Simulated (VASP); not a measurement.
Wanted: the native input for a VASP 6.6.1 run.

```yaml
Task: single point
Functional: PBE
Potentials_or_basis: VASP PAW PBE potentials, release 64 (Cs_sv)
Cutoff: 520 eV
k_mesh: 4 × 4 × 11
Occupations: fermi-dirac, width 0.1 eV
Spin: no spin polarisation
Dipole_correction: no
Further_INCAR_settings: ALGO = Fast; EDIFF = 1e-06; NBANDS = 16; ISYM = 0
```

The structure of Cs lies in POSCAR:

```
Cs
1.0
    8.6489776400      0.0000000000      0.0000000000
    0.0000000000      8.6489776400      0.0000000000
    0.0000000000      4.3244888200      3.1044590314
Cs
2
Direct
    0.5000000000      0.5000000000      0.0000000000
    0.0000000000      0.0000000000      0.0000000000
```

These files were run (other wordings do the same):

INCAR

```
PREC     = Accurate       # precision mode
ENCUT    = 520            # plane-wave cutoff, eV
EDIFF    = 1E-6           # SCF threshold, eV
ISMEAR   = -1             # smearing method
SIGMA    = 0.1            # smearing width, eV
LREAL    = F              # projectors in reciprocal space
LASPH    = T              # aspherical terms in the spheres
NELM     = 80             # most SCF steps
ALGO     = Fast           # electronic algorithm
ISIF     = 2              # what is computed and relaxed
LWAVE    = F              # write WAVECAR
LCHARG   = F              # write CHGCAR
GGA      = PE             # functional
ISYM     = 0            
NBANDS   = 16             # bands
```

KPOINTS

```
regular mesh
0
Gamma
  4 4 11
```

Potentials or basis: VASP PAW PBE potentials, release 64 (Cs_sv).

The run is started by

```bash
$ cat potpaw_PBE.64/Cs_sv/POTCAR > POTCAR
$ mpirun -np 1 vasp_std > vasp.out
```

Results of the run:

| Item | Value |
| --- | --- |
| Pressure | 0.0 GPa |
| Band gap on the k mesh | zero (bands 9 and 10 overlap by 1.82 eV) |

Caveat: spin-orbit coupling is left out, which moves the levels of the heavy elements.

Run time: 6.4 min on 1 thread of Intel(R) Xeon(R) Platinum 8259CL CPU @ 2.50GHz (Skylake/Cascade Lake) (shared host), peak memory 0.57 GiB.
